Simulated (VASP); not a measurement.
Wanted: the native input for a VASP 6.6.1 run.

| Quantity | Value |
| --- | --- |
| Task | single point |
| Functional | BLYP |
| Potentials or basis | VASP PAW PBE potentials, release 64 (Eu, O) |
| Cutoff | 600 eV |
| k mesh | 11 × 11 × 11 |
| Occupations | fermi-dirac, width 0.15 eV |
| Spin | collinear spin, ferromagnetic start |
| Starting moments | [7.0, 0.0] μB |
| Dipole correction | no |
| Further INCAR settings | ALGO = Normal; EDIFF = 1e-06; NBANDS = 22 |

The structure of EuO lies in POSCAR:

```
EuO
1.0
    0.0000000000      2.5719500000      2.5719500000
    2.5719500000      0.0000000000      2.5719500000
    2.5719500000      2.5719500000      0.0000000000
Eu O
1 1
Direct
    0.0000000000      0.0000000000      0.0000000000
    0.5000000000      0.5000000000      0.5000000000
```

One way to write it, as run:

INCAR

```
SYSTEM = EuO
PREC = Accurate ; ENCUT = 600
EDIFF = 1E-6 ; ISMEAR = -1
SIGMA = 0.15 ; LREAL = .FALSE.
LASPH = .TRUE. ; NELM = 200
ALGO = Normal ; ISIF = 2
LWAVE = .FALSE. ; LCHARG = .FALSE.
ISPIN = 2 ; MAGMOM = 7 0
LORBIT = 11 ; LMAXMIX = 6
GGA = B5 ; ALDAX = 1.0
AGGAX = 1.0 ; AGGAC = 1.0
ALDAC = 0.0 ; NBANDS = 22
GGA_COMPAT = .FALSE.
```

KPOINTS

```
Automatic mesh
0
G
  11 11 11
  0 0 0
```

Potentials or basis: VASP PAW PBE potentials, release 64 (Eu, O).

Launch:

```sh
$ cat potpaw_PBE.64/Eu/POTCAR potpaw_PBE.64/O/POTCAR > POTCAR
$ mpirun -np 1 vasp_std > vasp.out
```

Results of the run:

```json
{"Pressure": "-0.3 GPa", "Net moment": "6.89 μB per cell", "Site moments": "Eu +6.56; O -0.06 μB", "Valence electrons inside the program's atomic spheres": "Eu 14.80; O 4.96"}
```

Caveat: the PAW data sets were made with another functional, which shifts forces and pressure a little; a cell with one magnetic atom can't hold antiferromagnetic order, which such compounds often take.

It took 3.6 min on 1 thread of Oxide Virtual Turin-like Processor, with other jobs on the host, peak memory 0.22 GiB.
